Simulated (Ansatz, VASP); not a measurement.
Two plane-wave programs on SrTiC

INCAR

```
SYSTEM = SrTiC
  PREC = Accurate
  ENCUT = 600
  EDIFF = 1E-6
  ISMEAR = 0
  SIGMA = 0.1
  LREAL = .False.
  LASPH = .True.
  NELM = 60
  ALGO = Normal
  ISIF = 3
  LWAVE = .False.
  LCHARG = .False.
  GGA = PE
  IBRION = 2
  NSW = 90
  EDIFFG = -0.04
```

Contents of KPOINTS:

```
regular mesh
0
Gamma
  4 4 4
  0 0 0
```

The input POSCAR:

```
SrTiC
1.0
    3.7709579200      0.0000000000      0.0000000000
    0.0000000000      3.7709579200      0.0000000000
    0.0000000000      0.0000000000      4.9545659500
Sr Ti C
1 1 1
Direct
    0.5000000000      0.5000000000      0.9396380600
    0.0000000000      0.0000000000      0.8879411900
    0.5000000000      0.5000000000      0.5049106300
```

Input for Ansatz:

```yaml
crystal:
  lattice:
    - [3.77095792, 0.0, 0.0]
    - [0.0, 3.77095792, 0.0]
    - [0.0, 0.0, 4.95456595]
  atoms:
    - { symbol: Sr, position: [0.5, 0.5, 0.93963806] }
    - { symbol: Ti, position: [0.0, 0.0, 0.88794119] }
    - { symbol: C, position: [0.5, 0.5, 0.50491063] }
basis:
  ecutwfc: 420
kpoints:
  mp_grid: { grid: [4, 4, 4] }
hamiltonian:
  xc: pbe
scf:
  occupations: { method: gaussian, width: 0.1 }
  lower_state_search: "off"
output:
  forces: true
  stress: true
  eigenvalues: true
relax:
  adjacent_minimum: "off"
  f_tol: 0.04
  max_steps: 70
  cell: { stress_tol: 0.4 }
```

Alike in both runs: task relaxation of cell and atoms; functional PBE; k mesh 4 × 4 × 4; occupations gaussian, width 0.1 eV; no spin polarisation.

|  | VASP | Ansatz |
| --- | --- | --- |
| version | VASP 6.6.1 | Ansatz 0.2.0 |
| potentials or method | VASP PAW PBE potentials, release 64 (Sr_sv, Ti_sv, C), cutoff 600 eV | scalar-relativistic, plane waves, PAW |
| valence electrons in the cell | 26 | 26 |

VASP gave:

```
gap on the k mesh at the Fermi level, each at its own relaxed structure (eV) : none
relaxed volume (Å³/atom)                                                     : 17.95
relaxed cell length with the largest relative difference (Å)                 : 3.105
```

**Question.** Estimate Ansatz's values.

**Answer.** gap on the k mesh at the Fermi level, each at its own relaxed structure (eV): none; relaxed volume (Å³/atom): 17.84; relaxed cell length with the largest relative difference (Å): 3.098.

A gap of «none» marks a metal or a gap that the smearing closes.

The k mesh is coarse, so the values compare programs but aren't converged. Noted on VASP's run: the volume moved by over 15 % at a fixed basis, so the end points are rough.
